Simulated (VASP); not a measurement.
# CaO (Lime) (Fm-3m) in VASP: a series of runs

CaO (Lime) is run at these levels: PBE; tasks: single point.

Everything below comes from runs of VASP 6.6.1. Logs are shortened: lines on timing, memory, paths and dates and some standing lists are left out, and cuts for length are marked.

### 1 The cell of the first run

It takes space group Fm-3m (No. 225, cubic). The conventional cell has a = 4.813 Å, b = 4.813 Å, c = 4.813 Å, α = 90.00°, β = 90.00°, γ = 90.00°. Ca (site symmetry m-3m) has 6 O at 2.41 Å within 3.2 Å. Within 3.2 Å of O (site symmetry m-3m) lie 6 Ca at 2.41 Å.

### 2 Single point, PBE

Contents of INCAR:

```
ALGO = Normal
EDIFF = 1E-6
ENCUT = 520
GGA = PE
ISIF = 2
ISMEAR = 0
LASPH = T
LCHARG = F
LREAL = F
LWAVE = F
NBANDS = 15
NELM = 60
PREC = Accurate
SIGMA = 0.01
```

Contents of KPOINTS:

```
k-points
0
Gamma
  7 7 7
```

Contents of POSCAR:

```
CaO
1.0
    0.0000000000      2.4065000000      2.4065000000
    2.4065000000      0.0000000000      2.4065000000
    2.4065000000      2.4065000000      0.0000000000
Ca O
1 1
Direct
    0.0000000000      0.0000000000      0.0000000000
    0.5000000000      0.5000000000      0.5000000000
```

Potentials or basis: VASP PAW PBE potentials, release 64 (Ca_sv, O).

Run with:

```sh
> cat potpaw_PBE.64/Ca_sv/POTCAR potpaw_PBE.64/O/POTCAR > POTCAR
> mpirun -np 1 vasp_std > vasp.out
```

OUTCAR:

```text
EDIFF = 1E-6
   ENCUT = 520
   GGA = PE
   ISIF = 2
   ISMEAR = 0
   LASPH = T
   LREAL = F
   NELM = 60
   PREC = Accurate

 ion  position               nearest neighbor table
   1  0.000  0.000  0.000-   2 2.41   2 2.41   2 2.41   2 2.41   2 2.41   2 2.41
   2  0.500  0.500  0.500-   1 2.41   1 2.41   1 2.41   1 2.41   1 2.41   1 2.41

  LATTYP: Found a face centered cubic cell.
 ALAT       =     4.8130000000

  Lattice vectors:

 A1 = (   0.0000000000,   2.4065000000,   2.4065000000)
 A2 = (   2.4065000000,   0.0000000000,   2.4065000000)
 A3 = (   2.4065000000,   2.4065000000,   0.0000000000)

Analysis of symmetry for initial positions (statically):
=====================================================================
 Subroutine PRICEL returns:
 Original cell was already a primitive cell.

 Routine SETGRP: Setting up the symmetry group for a
 face centered cubic supercell.

 Subroutine GETGRP returns: Found 48 space group operations
 (whereof 48 operations were pure point group operations)
 out of a pool of 48 trial point group operations.

The static configuration has the point symmetry O_h .

Analysis of symmetry for dynamics (positions and initial velocities):
=====================================================================
 Subroutine PRICEL returns:
 Original cell was already a primitive cell.

 Routine SETGRP: Setting up the symmetry group for a
 face centered cubic supercell.

 Subroutine GETGRP returns: Found 48 space group operations
 (whereof 48 operations were pure point group operations)
 out of a pool of 48 trial point group operations.

The dynamic configuration has the point symmetry O_h .

 Subroutine INISYM returns: Found 48 space group operations
 (whereof 48 operations are pure point group operations),
 and found     1 'primitive' translations

----------------------------------------------------------------------------------------

                                     Primitive cell

  volume of cell :      27.8732

  direct lattice vectors                    reciprocal lattice vectors
     0.000000000  2.406500000  2.406500000    -0.207770621  0.207770621  0.207770621
     2.406500000  0.000000000  2.406500000     0.207770621 -0.207770621  0.207770621
     2.406500000  2.406500000  0.000000000     0.207770621  0.207770621 -0.207770621

  length of vectors
     3.403304938  3.403304938  3.403304938     0.359869272  0.359869272  0.359869272

  position of ions in fractional coordinates (direct lattice)
     0.000000000  0.000000000  0.000000000
     0.500000000  0.500000000  0.500000000

  ion indices of the primitive-cell ions
   primitive index   ion index
                 1           1
                 2           2

----------------------------------------------------------------------------------------

 KPOINTS: k-points

Automatic generation of k-mesh.
 Grid dimensions read from file:
 generate k-points for:    7    7    7

 Generating k-lattice:

  Cartesian coordinates                     Fractional coordinates (reciprocal lattice)
    -0.029681517  0.029681517  0.029681517     0.142857143  0.000000000  0.000000000
     0.029681517 -0.029681517  0.029681517     0.000000000  0.142857143  0.000000000
     0.029681517  0.029681517 -0.029681517     0.000000000  0.000000000  0.142857143

  Length of vectors
     0.051409896  0.051409896  0.051409896

  Shift w.r.t. Gamma in fractional coordinates (k-lattice)
     0.000000000  0.000000000  0.000000000

 Subroutine IBZKPT returns following result:
 ===========================================

 Found     20 irreducible k-points:

 Following reciprocal coordinates:
            Coordinates               Weight
  0.000000  0.000000  0.000000      1.000000
  0.142857  0.000000  0.000000      8.000000
  0.285714  0.000000  0.000000      8.000000
  0.428571  0.000000  0.000000      8.000000
  0.142857  0.142857  0.000000      6.000000
  0.285714  0.142857  0.000000     24.000000
[... 12 lines left out ...]
 -0.428571  0.428571  0.142857     24.000000
 -0.285714  0.428571  0.142857     24.000000
   k-points           NKPTS =     20   k-points in BZ     NKDIM =     20   number of bands    NBANDS=     15
   number of dos      NEDOS =    301   number of ions     NIONS =      2
   total plane-waves  NPLWV =  21952
   dimension x,y,z NGX =    28 NGY =   28 NGZ =   28
   dimension x,y,z NGXF=    56 NGYF=   56 NGZF=   56
   ions per type =               1   1
   NGX,Y,Z   is equivalent  to a cutoff of  13.68, 13.68, 13.68 a.u.
   NGXF,Y,Z  is equivalent  to a cutoff of  27.36, 27.36, 27.36 a.u.
 SYSTEM =  unknown system
   PREC   = accura    normal or accurate (medium, high low for compatibility)
   ISTART =      0    job   : 0-new  1-cont  2-samecut
   ICHARG =      2    charge: 1-file 2-atom 10-const
   ISPIN  =      1    spin polarized calculation?
   LNONCOLLINEAR =      F non collinear calculations
   LSORBIT =      F    spin-orbit coupling
   LASPH  =      T    aspherical Exc in radial PAW
   ENCUT  =  520.0 eV  38.22 Ry    6.18 a.u.   6.33  6.33  6.33*2*pi/ulx,y,z
   NELM   =     60;   NELMIN=  2; NELMDL= -5     # of ELM steps
   EDIFF  = 0.1E-05   stopping-criterion for ELM
   LREAL  =      F    real-space projection
   EDIFFG = 0.1E-04   stopping-criterion for IOM
   NSW    =      0    number of steps for IOM
   IBRION =     -1    ionic relax: 0-MD 1-quasi-New 2-CG
   NFREE  =      0    steps in history (QN), initial steepest desc. (CG)
   ISIF   =      2    stress and relaxation
   ISYM   =      2    0-nonsym 1-usesym 2-fastsym
   POTIM  = 0.5000    time-step for ionic-motion
   TEBEG  =    0.0;   TEEND  =   0.0 temperature during run
   PSTRESS=    0.0 pullay stress
   NELECT =      16.0000    total number of electrons
   NUPDOWN=      -1.0000    fix difference up-down
   EMIN   =  10.00;   EMAX   =-10.00  energy-range for DOS
   EFERMI =   0.00;   METHOD = LEGACY
   ISMEAR =     0;   SIGMA  =   0.01  broadening in eV -4-tet -1-fermi 0-gaus
   EFERMI_NEDOS =   21; number of points for ismear=-14 and -15
   IALGO  =     38    algorithm
   IMIX   =      4    mixing-type and parameters
     AMIX     =   0.40;   BMIX     =  1.00
     AMIX_MAG =   1.60;   BMIX_MAG =  1.00
  volume/ion in A,a.u.               =      13.94        94.05
  Fermi-wavevector in a.u.,A,eV,Ry     =   1.360564  2.571093 25.186211  1.851134
  Thomas-Fermi vector in A             =   2.487215
   LORBIT       =      0    0 simple, 1 ext, 2 COOP (PROOUT), +10 PAW based schemes
   GGA     = PE    functional components
   LHFCALC =     F    Hartree Fock is set to
   AEXX    =    0.0000 exact exchange contribution
   IVDW    =     0    specifies the selected vdW correction
   LEPSILON=     F    determine dielectric tensor
   LRPA    =     F    only Hartree local field effects (RPA)
 non-spin polarized calculation
 Gauss-broadening in eV      SIGMA  =   0.01
  energy-cutoff  :      520.00
  volume of cell :       27.87
 maximum number of plane-waves:       761
 NGX is ok and might be reduce to    28
   NGX = 13   NGY = 13   NGZ = 13

 number of electron      15.9999998 magnetization

 Free energy of the ion-electron system (eV)
  ---------------------------------------------------
  ext. energy  EPLUGINS =         0.00000000
  ---------------------------------------------------
  free energy    TOTEN  =       -12.80277440 eV

  energy without entropy =      -12.80277440  energy(sigma->0) =      -12.80277440

 E-fermi :   2.4765     XC(G=0): -10.4553

 val. band max:        2.3269127406   @ k =   0.0000   0.0000   0.0000
 cond. band min:       6.0565649784   @ k =   0.4286   0.4286   0.0000
 fundamental gap:      3.7296522378
 Fermi energy:         2.4764969436

 k-point     1 :       0.0000    0.0000    0.0000
  band No.  band energies     occupation
      1     -35.3273      2.00000
      2     -16.0942      2.00000
      3     -16.0942      2.00000
      4     -16.0942      2.00000
      5     -13.1975      2.00000
      6       2.3269      2.00000
      7       2.3269      2.00000
      8       2.3269      2.00000
      9       7.0064      0.00000
     10       8.5419      0.00000
     11       8.5419      0.00000
     12       8.5419      0.00000
     13      10.0384      0.00000
     14      10.0384      0.00000
     15      17.3730      0.00000

 k-point     2 :       0.1429    0.0000    0.0000
  band No.  band energies     occupation
      1     -35.3084      2.00000
      2     -16.3555      2.00000
      3     -16.1043      2.00000
      4     -16.1043      2.00000
      5     -12.9223      2.00000
      6       1.6592      2.00000
      7       2.0610      2.00000
      8       2.0610      2.00000
      9       7.8661      0.00000
     10       8.5039      0.00000
     11       8.8819      0.00000
     12       8.8819      0.00000
     13      10.5067      0.00000
     14      10.5067      0.00000
     15      18.0693      0.00000

 k-point     3 :       0.2857    0.0000    0.0000
  band No.  band energies     occupation
      1     -35.2658      2.00000
      2     -16.8308      2.00000
      3     -16.1269      2.00000
      4     -16.1269      2.00000
      5     -12.4130      2.00000
      6       0.5307      2.00000
      7       1.5421      2.00000
      8       1.5421      2.00000
      9       8.6738      0.00000
     10       9.5479      0.00000
     11       9.7311      0.00000
     12       9.7311      0.00000
     13      11.5674      0.00000
     14      11.5674      0.00000
     15      17.9563      0.00000
[... 271 lines left out ...]
 k-point    19 :      -0.4286    0.4286    0.1429
  band No.  band energies     occupation
      1     -35.2007      2.00000
      2     -16.6936      2.00000
      3     -16.3771      2.00000
      4     -16.3676      2.00000
      5     -12.6673      2.00000
      6       0.9112      2.00000
      7       1.4219      2.00000
      8       1.6105      2.00000
      9       7.0958      0.00000
     10      10.2235      0.00000
     11      10.7391      0.00000
     12      11.6885      0.00000
     13      11.8282      0.00000
     14      14.3654      0.00000
     15      16.4159      0.00000

 k-point    20 :      -0.2857    0.4286    0.1429
  band No.  band energies     occupation
      1     -35.1976      2.00000
      2     -16.6566      2.00000
      3     -16.5308      2.00000
      4     -16.3328      2.00000
      5     -12.5396      2.00000
      6       0.8954      2.00000
      7       1.2041      2.00000
      8       1.3766      2.00000
      9       8.2100      0.00000
     10       9.2403      0.00000
     11      10.7869      0.00000
     12      11.6280      0.00000
     13      12.2733      0.00000
     14      16.0170      0.00000
     15      16.0188      0.00000

------------------------ aborting loop because EDIFF is reached ----------------------------------------

  FORCE on cell =-STRESS in cart. coord.  units (eV):
  Direction    XX          YY          ZZ          XY          YZ          ZX
  --------------------------------------------------------------------------------------
  -------------------------------------------------------------------------------------
  Total        0.3064892      0.3064892      0.3064892     -0.0000000      0.0000000     -0.0000000
  in kB       17.6172522     17.6172522     17.6172522     -0.0000000      0.0000000     -0.0000000
  external PRESSURE =      17.6172522 kB  Pullay stress =       0.0000000 kB

 VOLUME and BASIS-vectors are now :
 -----------------------------------------------------------------------------
  energy-cutoff  :      520.00
  volume of cell :       27.87
      direct lattice vectors                 reciprocal lattice vectors
     0.000000000  2.406500000  2.406500000    -0.207770621  0.207770621  0.207770621
     2.406500000  0.000000000  2.406500000     0.207770621 -0.207770621  0.207770621
     2.406500000  2.406500000  0.000000000     0.207770621  0.207770621 -0.207770621

 POSITION                                       TOTAL-FORCE (eV/Angst)
 -----------------------------------------------------------------------------------
      0.00000      0.00000      0.00000        -0.000000      0.000000      0.000000
      2.40650      2.40650      2.40650         0.000000     -0.000000     -0.000000
 -----------------------------------------------------------------------------------
    total drift:                                0.000000      0.000000      0.000000

  FREE ENERGIE OF THE ION-ELECTRON SYSTEM (eV)
  ---------------------------------------------------
  free  energy   TOTEN  =       -12.8027744049 eV

  energy  without entropy=      -12.8027744049  energy(sigma->0) =      -12.80277440
```

Wall time 24 s (1 thread of Intel Xeon 8259CL, shared host); peak memory 0.16 GiB.

What came out:

```yaml
Free_energy: -12.8028 eV
Pressure: 1.8 GPa
Band_gap_on_the_k_mesh: 3.73 eV, indirect (least direct gap 4.10 eV)
```

### 3 Single point, PBE

This run uses another cell than the first one, of 14.29 Å³/atom, 1.025 times its volume.

Contents of INCAR:

```
SYSTEM = CaO
PREC = Accurate
ENCUT = 520
EDIFF = 1E-6
ISMEAR = 0
SIGMA = 0.01
LREAL = .FALSE.
LASPH = .TRUE.
NELM = 100
ALGO = Normal
ISIF = 2
LWAVE = .FALSE.
LCHARG = .FALSE.
GGA = PE
NBANDS = 15
```

Contents of KPOINTS:

```
regular mesh
0
G
  7 7 7
  0 0 0
```

Contents of POSCAR:

```
CaO
1.0
    0.0000000000      2.4263893317      2.4263893317
    2.4263893317      0.0000000000      2.4263893317
    2.4263893317      2.4263893317      0.0000000000
Ca O
1 1
Direct
    0.0000000000      0.0000000000      0.0000000000
    0.5000000000      0.5000000000      0.5000000000
```

Potentials or basis: VASP PAW PBE potentials, release 64 (Ca_sv, O).

Run with:

```sh
> cat potpaw_PBE.64/Ca_sv/POTCAR potpaw_PBE.64/O/POTCAR > POTCAR
> mpirun -np 1 vasp_std > vasp.out
```

Wall time 24 s (1 thread of Intel Xeon 8259CL, shared host); peak memory 0.16 GiB.

The run converged. Its results:

```yaml
Free_energy: -12.8053 eV
Pressure: -0.9 GPa
Band_gap_on_the_k_mesh: 3.73 eV, indirect (least direct gap 4.11 eV)
```

Levels at points of the mesh, in eV from the valence-band top:
| k point | band 5 | band 6 | band 7 | band 8 | band 9 | band 10 | band 11 | band 12 |
| --- | --- | --- | --- | --- | --- | --- | --- | --- |
| (0.00, 0.00, 0.00) | -15.48 | 0.00 | 0.00 | 0.00 | 4.48 | 6.15 | 6.15 | 6.15 |
